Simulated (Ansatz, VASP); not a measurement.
# Ru in VASP and in Ansatz

INCAR

```
  ALGO = Fast
  EDIFF = 1E-6
  EDIFFG = -0.005
  ENCUT = 600
  GGA = PE
  IBRION = 2
  ISIF = 3
  ISMEAR = 0
  IVDW = 12
  LASPH = T
  LCHARG = F
  LREAL = F
  LWAVE = F
  NELM = 100
  NSW = 70
  PREC = Accurate
  SIGMA = 0.1
```

File KPOINTS:

```
k-points
0
Gamma
  18 18 10
```

File POSCAR:

```
Ru
1.0
    2.7200250912      0.0000000000      0.0000000000
   -1.3600125456      2.3556108279      0.0000000000
    0.0000000000      0.0000000000      4.2967694965
Ru
2
Direct
    0.3333333333      0.6666666667      0.2500000000
    0.6666666667      0.3333333333      0.7500000000
```

Input for Ansatz:

```yaml
crystal:
  lattice:
    - [2.7200250912, 0.0, 0.0]
    - [-1.3600125456, 2.3556108279, 0.0]
    - [0.0, 0.0, 4.2967694965]
  atoms:
    - { symbol: Ru, position: [0.3333333333, 0.6666666667, 0.25] }
    - { symbol: Ru, position: [0.6666666667, 0.3333333333, 0.75] }
basis:
  ecutwfc: 420
kpoints:
  mp_grid: { grid: [18, 18, 10] }
hamiltonian:
  xc: pbe
  dispersion: d3bj
scf:
  occupations: { method: gaussian, width: 0.1 }
output:
  forces: true
  stress: true
  eigenvalues: true
  write_density: true
  write_potential: true
  elf: true
  volumetric_format: npy
relax:
  adjacent_minimum: "off"
  f_tol: 0.005
  max_steps: 50
  cell: { stress_tol: 0.05 }
```

Alike in both runs: task relaxation of cell and atoms; functional PBE; dispersion D3(BJ); k mesh 18 × 18 × 10; occupations gaussian, width 0.1 eV; no spin polarisation.

|  | VASP | Ansatz |
| --- | --- | --- |
| version | VASP 6.6.1 | Ansatz 0.2.0 |
| potentials or method | VASP PAW PBE potentials, release 64 (Ru_pv), cutoff 600 eV | scalar-relativistic, plane waves, PAW |
| valence electrons in the cell | 28 | 32 |

VASP gave:

```
gap on the k mesh at the Fermi level, each at its own relaxed structure (eV)  : none
relaxed volume (Å³/atom)                                                      : 13.44
relaxed length of the cell vector where the two differ most in proportion (Å) : 2.697
```

Question: What did Ansatz give for the same quantities?

Answer: gap on the k mesh at the Fermi level, each at its own relaxed structure (eV): none; relaxed volume (Å³/atom): 13.44; relaxed length of the cell vector where the two differ most in proportion (Å): 2.698.

A gap of «none» marks a metal or a gap that the smearing closes. VASP's potentials hold 28 valence electrons a cell and Ansatz's 32, so a difference there can come from the potentials and not from the codes.
